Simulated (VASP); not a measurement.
Here is a VASP 6.6.1 calculation.

INCAR

```
SYSTEM = Au
  ALGO = Normal
  EDIFF = 1E-6
  ENCUT = 520
  GGA = PE
  ISIF = 2
  ISMEAR = 0
  LASPH = .TRUE.
  LCHARG = .FALSE.
  LREAL = Auto
  LWAVE = .FALSE.
  NBANDS = 102
  NELM = 80
  PREC = Accurate
  SIGMA = 0.1
```

The input KPOINTS:

```
k-points
0
G
  5 5 5
  0 0 0
```

File POSCAR:

```
Au
1.0
   -4.1578961662      4.1578961662     -4.1578961662
    4.1578961662      4.1578961662      4.1578961662
    4.1578961662     -4.1578961662     -4.1578961662
Au
16
Direct
    0.2500000000      0.0000000000      0.7500000000
    0.0000000000      0.2500000000      0.7500000000
    0.5000000000      0.0000000000      0.5000000000
    0.7500000000      0.5000000000      0.7500000000
    0.2500000000      0.2500000000      0.5000000000
    0.5000000000      0.7500000000      0.7500000000
    0.0000000000      0.5000000000      0.5000000000
    0.7500000000      0.0000000000      0.2500000000
    0.5000000000      0.2500000000      0.2500000000
    0.7500000000      0.7500000000      0.5000000000
    0.0000000000      0.0000000000      0.0000000000
    0.2500000000      0.5000000000      0.2500000000
    0.0000000000      0.7500000000      0.2500000000
    0.7500000000      0.2500000000      0.0000000000
    0.5000000000      0.5000000000      0.0000000000
    0.2500000000      0.7500000000      0.0000000000
```

Potentials or basis: VASP PAW PBE potentials, release 64 (Au).

Run with:

```bash
$ cat potpaw_PBE.64/Au/POTCAR > POTCAR
$ mpirun -np 1 vasp_std > vasp.out
```

**Question.** Estimate the pressure.

**Answer.** -0.1 GPa.

**Question.** What does it give for the band gap on the k mesh?

**Answer.** Zero (band 88 reaches 8.95 eV, above the bottom of band 89 at 8.04 eV).

Caveat: spin-orbit coupling is left out, which moves the levels of the heavy elements.
